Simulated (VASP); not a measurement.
# ZnCu (Pm-3m) in VASP: a series of runs

ZnCu is run at these levels: PBEsol; tasks: single point.

Everything below comes from runs of VASP 6.6.1. Logs are shortened: lines on timing, memory, paths and dates and some standing lists are left out, and cuts for length are marked.

### Step 1. The cell of the first run

Symmetry: Pm-3m, No. 221, cubic system. The conventional cell has a = 2.841 Å, b = 2.841 Å, c = 2.841 Å, α = 90.00°, β = 90.00°, γ = 90.00°. Zn (site symmetry m-3m) has 8 Cu at 2.46 Å and 6 Zn at 2.84 Å within 3.2 Å. Cu (site symmetry m-3m) has 8 Zn at 2.46 Å and 6 Cu at 2.84 Å within 3.2 Å.

### Step 2. Single point, PBEsol (strained)

INCAR

```
SYSTEM = ZnCu
PREC     = Accurate       ! precision mode
ENCUT    = 520            ! plane-wave cutoff, eV
EDIFF    = 1E-7           ! SCF threshold, eV
ISMEAR   = 0              ! smearing method
SIGMA    = 0.1            ! smearing width, eV
LREAL    = .FALSE.        ! projectors in reciprocal space
LASPH    = .TRUE.         ! aspherical terms in the spheres
NELM     = 60             ! most SCF steps
ALGO     = Fast           ! electronic algorithm
ISIF     = 2              ! what is computed and relaxed
LWAVE    = .FALSE.        ! write WAVECAR
LCHARG   = .FALSE.        ! write CHGCAR
GGA      = PS             ! functional
NBANDS   = 18             ! bands
```

KPOINTS

```
Automatic mesh
0
G
  14 14 14
  0 0 0
```

POSCAR

```
ZnCu
1.0
    2.8406292000      0.0000000000      0.0000000000
    0.0000000000      2.8406292000      0.0000000000
    0.0000000000      0.0000000000      2.8406292000
Zn Cu
1 1
Direct
    0.5000000000      0.5000000000      0.5000000000
    0.0000000000      0.0000000000      0.0000000000
```

Potentials or basis: VASP PAW PBE potentials, release 64 (Zn, Cu).

On the command line:

```sh
$ cat potpaw_PBE.64/Zn/POTCAR potpaw_PBE.64/Cu/POTCAR > POTCAR
$ mpirun -np 1 vasp_std > vasp.out
```

OUTCAR:

```text
SYSTEM = ZnCu
   PREC = Accurate
   ENCUT = 520
   EDIFF = 1E-7
   ISMEAR = 0
   LREAL = .FALSE.
   LASPH = .TRUE.
   NELM = 60
   ISIF = 2
   GGA = PS

 ion  position               nearest neighbor table
   1  0.500  0.500  0.500-   2 2.46   2 2.46   2 2.46   2 2.46   2 2.46   2 2.46   2 2.46   2 2.46

   2  0.000  0.000  0.000-   1 2.46   1 2.46   1 2.46   1 2.46   1 2.46   1 2.46   1 2.46   1 2.46

  LATTYP: Found a simple cubic cell.
 ALAT       =     2.8406292000

  Lattice vectors:

 A1 = (   2.8406292000,   0.0000000000,   0.0000000000)
 A2 = (   0.0000000000,   2.8406292000,   0.0000000000)
 A3 = (   0.0000000000,   0.0000000000,   2.8406292000)

Analysis of symmetry for initial positions (statically):
=====================================================================
 Subroutine PRICEL returns:
 Original cell was already a primitive cell.

 Routine SETGRP: Setting up the symmetry group for a
 simple cubic supercell.

 Subroutine GETGRP returns: Found 48 space group operations
 (whereof 48 operations were pure point group operations)
 out of a pool of 48 trial point group operations.

The static configuration has the point symmetry O_h .

Analysis of symmetry for dynamics (positions and initial velocities):
=====================================================================
 Subroutine PRICEL returns:
 Original cell was already a primitive cell.

 Routine SETGRP: Setting up the symmetry group for a
 simple cubic supercell.

 Subroutine GETGRP returns: Found 48 space group operations
 (whereof 48 operations were pure point group operations)
 out of a pool of 48 trial point group operations.

The dynamic configuration has the point symmetry O_h .

 Subroutine INISYM returns: Found 48 space group operations
 (whereof 48 operations are pure point group operations),
 and found     1 'primitive' translations

----------------------------------------------------------------------------------------

                                     Primitive cell

  volume of cell :      22.9215

  direct lattice vectors                    reciprocal lattice vectors
     2.840629200  0.000000000  0.000000000     0.352034683  0.000000000  0.000000000
     0.000000000  2.840629200  0.000000000     0.000000000  0.352034683  0.000000000
     0.000000000  0.000000000  2.840629200     0.000000000  0.000000000  0.352034683

  length of vectors
     2.840629200  2.840629200  2.840629200     0.352034683  0.352034683  0.352034683

  position of ions in fractional coordinates (direct lattice)
     0.500000000  0.500000000  0.500000000
     0.000000000  0.000000000  0.000000000

  ion indices of the primitive-cell ions
   primitive index   ion index
                 1           1
                 2           2

----------------------------------------------------------------------------------------

 KPOINTS: Automatic mesh

Automatic generation of k-mesh.
 Grid dimensions read from file:
 generate k-points for:   14   14   14

 Generating k-lattice:

  Cartesian coordinates                     Fractional coordinates (reciprocal lattice)
     0.025145335  0.000000000  0.000000000     0.071428571  0.000000000  0.000000000
     0.000000000  0.025145335  0.000000000     0.000000000  0.071428571  0.000000000
     0.000000000  0.000000000  0.025145335     0.000000000  0.000000000  0.071428571

  Length of vectors
     0.025145335  0.025145335  0.025145335

  Shift w.r.t. Gamma in fractional coordinates (k-lattice)
     0.000000000  0.000000000  0.000000000

 Subroutine IBZKPT returns following result:
 ===========================================

 Found    120 irreducible k-points:

 Following reciprocal coordinates:
            Coordinates               Weight
  0.000000  0.000000  0.000000      1.000000
  0.071429  0.000000  0.000000      6.000000
  0.142857  0.000000  0.000000      6.000000
  0.214286  0.000000  0.000000      6.000000
  0.285714  0.000000  0.000000      6.000000
  0.357143  0.000000  0.000000      6.000000
[... 16 lines left out ...]
  0.285714  0.214286  0.000000     24.000000
  0.357143  0.214286  0.000000     24.000000
 [... further k-points ...]
   k-points           NKPTS =    120   k-points in BZ     NKDIM =    120   number of bands    NBANDS=     18
   number of dos      NEDOS =    301   number of ions     NIONS =      2
   total plane-waves  NPLWV =  13824
   dimension x,y,z NGX =    24 NGY =   24 NGZ =   24
   dimension x,y,z NGXF=    48 NGYF=   48 NGZF=   48
   ions per type =               1   1
   NGX,Y,Z   is equivalent  to a cutoff of  14.05, 14.05, 14.05 a.u.
   NGXF,Y,Z  is equivalent  to a cutoff of  28.09, 28.09, 28.09 a.u.
 SYSTEM =  ZnCu
   PREC   = accura    normal or accurate (medium, high low for compatibility)
   ISTART =      0    job   : 0-new  1-cont  2-samecut
   ICHARG =      2    charge: 1-file 2-atom 10-const
   ISPIN  =      1    spin polarized calculation?
   LNONCOLLINEAR =      F non collinear calculations
   LSORBIT =      F    spin-orbit coupling
   LASPH  =      T    aspherical Exc in radial PAW
   ENCUT  =  520.0 eV  38.22 Ry    6.18 a.u.   5.28  5.28  5.28*2*pi/ulx,y,z
   NELM   =     60;   NELMIN=  2; NELMDL= -5     # of ELM steps
   EDIFF  = 0.1E-06   stopping-criterion for ELM
   LREAL  =      F    real-space projection
   EDIFFG = 0.1E-05   stopping-criterion for IOM
   NSW    =      0    number of steps for IOM
   IBRION =     -1    ionic relax: 0-MD 1-quasi-New 2-CG
   NFREE  =      0    steps in history (QN), initial steepest desc. (CG)
   ISIF   =      2    stress and relaxation
   ISYM   =      2    0-nonsym 1-usesym 2-fastsym
   POTIM  = 0.5000    time-step for ionic-motion
   TEBEG  =    0.0;   TEEND  =   0.0 temperature during run
   PSTRESS=    0.0 pullay stress
   NELECT =      23.0000    total number of electrons
   NUPDOWN=      -1.0000    fix difference up-down
   EMIN   =  10.00;   EMAX   =-10.00  energy-range for DOS
   EFERMI =   0.00;   METHOD = LEGACY
   ISMEAR =     0;   SIGMA  =   0.10  broadening in eV -4-tet -1-fermi 0-gaus
   EFERMI_NEDOS =   21; number of points for ismear=-14 and -15
   IALGO  =     68    algorithm
   IMIX   =      4    mixing-type and parameters
     AMIX     =   0.40;   BMIX     =  1.00
     AMIX_MAG =   1.60;   BMIX_MAG =  1.00
  volume/ion in A,a.u.               =      11.46        77.34
  Fermi-wavevector in a.u.,A,eV,Ry     =   1.638965  3.097194 36.548035  2.686205
  Thomas-Fermi vector in A             =   2.729849
   LORBIT       =      0    0 simple, 1 ext, 2 COOP (PROOUT), +10 PAW based schemes
   GGA     = PS    functional components
   LHFCALC =     F    Hartree Fock is set to
   AEXX    =    0.0000 exact exchange contribution
   IVDW    =     0    specifies the selected vdW correction
   LEPSILON=     F    determine dielectric tensor
   LRPA    =     F    only Hartree local field effects (RPA)
 non-spin polarized calculation
 RMM-DIIS sequential band-by-band and
 Gauss-broadening in eV      SIGMA  =   0.10
  energy-cutoff  :      520.00
  volume of cell :       22.92
 maximum number of plane-waves:       628
 NGX is ok and might be reduce to    24
   NGX = 11   NGY = 11   NGZ = 11

 number of electron      22.9999994 magnetization

 Free energy of the ion-electron system (eV)
  ---------------------------------------------------
  ext. energy  EPLUGINS =         0.00000000
  ---------------------------------------------------
  free energy    TOTEN  =        -6.03450520 eV

  energy without entropy =       -6.03306361  energy(sigma->0) =       -6.03378440

 E-fermi :   6.4825     XC(G=0): -13.1888

 val. band max:        6.3602818054   @ k =   0.3571   0.2143   0.1429
 cond. band min:       6.4966163718   @ k =   0.4286   0.3571   0.2143
 fundamental gap:      0.1363345665
 Fermi energy:         6.4825062804

 k-point     1 :       0.0000    0.0000    0.0000
  band No.  band energies     occupation
      1      -4.7906      2.00000
      2      -1.7821      2.00000
      3      -1.7821      2.00000
      4      -0.8814      2.00000
      5      -0.8814      2.00000
      6      -0.8814      2.00000
[... 10 lines left out ...]
     17      20.5298      0.00000
     18      30.9778      0.00000

 k-point     2 :       0.0714    0.0000    0.0000
  band No.  band energies     occupation
      1      -4.6907      2.00000
      2      -1.7669      2.00000
      3      -1.7577      2.00000
      4      -0.8909      2.00000
      5      -0.8909      2.00000
      6      -0.8756      2.00000
[... 10 lines left out ...]
     17      21.0381      0.00000
     18      30.0832      0.00000

 k-point     3 :       0.1429    0.0000    0.0000
  band No.  band energies     occupation
      1      -4.3943      2.00000
      2      -1.7240      2.00000
      3      -1.6874      2.00000
      4      -0.9177      2.00000
      5      -0.9177      2.00000
      6      -0.8594      2.00000
[... 10 lines left out ...]
     17      22.9007      0.00000
     18      28.1486      0.00000

 k-point     4 :       0.2143    0.0000    0.0000
  band No.  band energies     occupation
      1      -3.9134      2.00000
      2      -1.6606      2.00000
      3      -1.5775      2.00000
      4      -0.9562      2.00000
      5      -0.9562      2.00000
      6      -0.8357      2.00000
[... 375 lines left out ...]
      4      -1.0123      2.00000
      5      -0.9988      2.00000
      6      -0.8967      2.00000
[... 10 lines left out ...]
     17      25.1171      0.00000
     18      26.4666      0.00000

 k-point    23 :       0.2857    0.2143    0.0000
  band No.  band energies     occupation
      1      -2.5937      2.00000
      2      -1.5350      2.00000
      3      -1.2768      2.00000
      4      -1.0535      2.00000
      5      -0.9226      2.00000
      6      -0.9134      2.00000
[... 10 lines left out ...]
     17      25.3017      0.00000
     18      25.4430      0.00000

 k-point    24 :       0.3571    0.2143    0.0000
  band No.  band energies     occupation
      1      -2.1162      2.00000
      2      -1.5336      2.00000
      3      -1.2189      2.00000
      4      -1.0942      2.00000
      5      -0.9422      2.00000
      6      -0.5482      2.00000
[... 10 lines left out ...]
     17      23.5193      0.00000
     18      24.2650      0.00000

 [... further k-points ...]

------------------------ aborting loop because EDIFF is reached ----------------------------------------

  FORCE on cell =-STRESS in cart. coord.  units (eV):
  Direction    XX          YY          ZZ          XY          YZ          ZX
  --------------------------------------------------------------------------------------
  -------------------------------------------------------------------------------------
  Total        1.7740443      1.7740443      1.7740443     -0.0000000      0.0000000     -0.0000000
  in kB      124.0027776    124.0027776    124.0027776     -0.0000000      0.0000000     -0.0000000
  external PRESSURE =     124.0027776 kB  Pullay stress =       0.0000000 kB

 VOLUME and BASIS-vectors are now :
 -----------------------------------------------------------------------------
  energy-cutoff  :      520.00
  volume of cell :       22.92
      direct lattice vectors                 reciprocal lattice vectors
     2.840629200  0.000000000  0.000000000     0.352034683  0.000000000  0.000000000
     0.000000000  2.840629200  0.000000000     0.000000000  0.352034683  0.000000000
     0.000000000  0.000000000  2.840629200     0.000000000  0.000000000  0.352034683

 POSITION                                       TOTAL-FORCE (eV/Angst)
 -----------------------------------------------------------------------------------
      1.42031      1.42031      1.42031         0.000000      0.000000      0.000000
      0.00000      0.00000      0.00000         0.000000      0.000000      0.000000
 -----------------------------------------------------------------------------------
    total drift:                                0.000000      0.000000     -0.000000

  FREE ENERGIE OF THE ION-ELECTRON SYSTEM (eV)
  ---------------------------------------------------
  free  energy   TOTEN  =        -6.0345051977 eV

  energy  without entropy=       -6.0330636067  energy(sigma->0) =       -6.03378440
```

It took 22 s on 1 thread of Intel Xeon 6975P-C (Granite Rapids), shared host; peak memory 0.17 GiB.

What came out:

- Free energy: -6.0345 eV
- Pressure: 12.4 GPa

Caveat: the cell differs from its parent crystal (strained); the PAW data sets were made with another functional, which shifts forces and pressure a little.

### Step 3. Single point, PBEsol (strained)

INCAR

```
PREC     = Accurate       # precision mode
ENCUT    = 520            # plane-wave cutoff, eV
EDIFF    = 1E-6           # SCF threshold, eV
ISMEAR   = 0              # smearing method
SIGMA    = 0.1            # smearing width, eV
LREAL    = F              # projectors in reciprocal space
LASPH    = T              # aspherical terms in the spheres
NELM     = 60             # most SCF steps
ALGO     = Normal         # electronic algorithm
ISIF     = 2              # what is computed and relaxed
LWAVE    = F              # write WAVECAR
LCHARG   = F              # write CHGCAR
GGA      = PS             # functional
NBANDS   = 18             # bands
```

KPOINTS

```
Automatic mesh
0
Gamma
  14 14 14
```

POSCAR

```
ZnCu
1.0
    2.8602429000      0.0000000000      0.0000000000
    0.0000000000      2.8602429000      0.0000000000
    0.0000000000      0.0000000000      2.8602429000
Zn Cu
1 1
Direct
    0.5000000000      0.5000000000      0.5000000000
    0.0000000000      0.0000000000      0.0000000000
```

Potentials or basis: VASP PAW PBE potentials, release 64 (Zn, Cu).

On the command line:

```sh
$ cat potpaw_PBE.64/Zn/POTCAR potpaw_PBE.64/Cu/POTCAR > POTCAR
$ mpirun -np 1 vasp_std > vasp.out
```

Run time: 16 s. Hardware: 1 thread of Intel Xeon 6975P-C (Granite Rapids), shared host; peak memory 0.17 GiB.

The run converged. Its results:

| Property | Result |
| --- | --- |
| Free energy | -6.0658 eV |
| Pressure | 8.5 GPa |

Levels at points of the mesh, in eV from the Fermi level:
| k point | band 10 | band 11 | band 12 | band 13 | band 14 | band 15 |
| --- | --- | --- | --- | --- | --- | --- |
| (0.00, 0.00, 0.00) | -2.91 | -2.91 | 6.49 | 6.49 | 6.49 | 11.81 |
| (0.50, 0.00, 0.00) | -3.56 | -3.01 | -2.10 | 12.45 | 12.45 | 13.04 |
| (0.50, 0.50, 0.00) | -2.65 | -2.22 | -2.22 | 2.13 | 2.43 | 14.84 |
| (0.50, 0.50, 0.50) | -2.62 | 4.45 | 4.52 | 4.52 | 4.52 | 4.77 |

Caveat: the cell differs from its parent crystal (strained); the PAW data sets were made with another functional, which shifts forces and pressure a little.

### Step 4. Single point, PBEsol (strained)

INCAR

```
ALGO = Normal
EDIFF = 1E-6
ENCUT = 520
GGA = PS
ISIF = 2
ISMEAR = 0
LASPH = True
LCHARG = False
LREAL = False
LWAVE = False
NBANDS = 18
NELM = 100
PREC = Accurate
SIGMA = 0.1
```

KPOINTS

```
k-points
0
Gamma
  14 14 14
```

POSCAR

```
ZnCu
1.0
    2.9047713000      0.0000000000      0.0000000000
    0.0000000000      2.9047713000      0.0000000000
    0.0000000000      0.0000000000      2.9047713000
Zn Cu
1 1
Direct
    0.5000000000      0.5000000000      0.5000000000
    0.0000000000      0.0000000000      0.0000000000
```

On the command line:

```sh
$ cat potpaw_PBE.64/Zn/POTCAR potpaw_PBE.64/Cu/POTCAR > POTCAR
$ mpirun -np 1 vasp_std > vasp.out
```

It took 14 s on 1 thread of Intel Xeon 6975P-C (Granite Rapids), shared host; peak memory 0.17 GiB.

It converged, with:

```
Free energy : -6.0988 eV
Pressure    : 1.2 GPa
```

Levels at points of the mesh, in eV from the Fermi level:
| k point | band 10 | band 11 | band 12 | band 13 | band 14 | band 15 |
| --- | --- | --- | --- | --- | --- | --- |
| (0.00, 0.00, 0.00) | -2.81 | -2.81 | 6.33 | 6.33 | 6.33 | 11.51 |
| (0.50, 0.00, 0.00) | -3.41 | -2.90 | -2.05 | 12.03 | 12.03 | 12.64 |
| (0.50, 0.50, 0.00) | -2.56 | -2.06 | -2.06 | 1.92 | 2.24 | 14.33 |
| (0.50, 0.50, 0.50) | -2.54 | 4.11 | 4.41 | 4.41 | 4.41 | 4.63 |

Caveat: the cell differs from its parent crystal (strained); the PAW data sets were made with another functional, which shifts forces and pressure a little.

### Step 5. The runs side by side

| cell | gap on the mesh (eV) | pressure (GPa) |
| --- | --- | --- |
| a = 2.841 Å, 2 atoms | none | 12.4 |
| a = 2.860 Å, 2 atoms | none | 8.5 |
| a = 2.905 Å, 2 atoms | none | 1.2 |

Alike in all rows: task single point; level PBEsol; potentials or basis VASP PAW PBE potentials, release 64 (Zn, Cu); no spin polarisation; k mesh 14 × 14 × 14; cutoff (eV) 520; smearing gaussian 0.1 eV.

Caveats: the PAW data sets were made with another functional, which shifts forces and pressure a little.

Absolute energies hang on the potentials; compare differences alone.
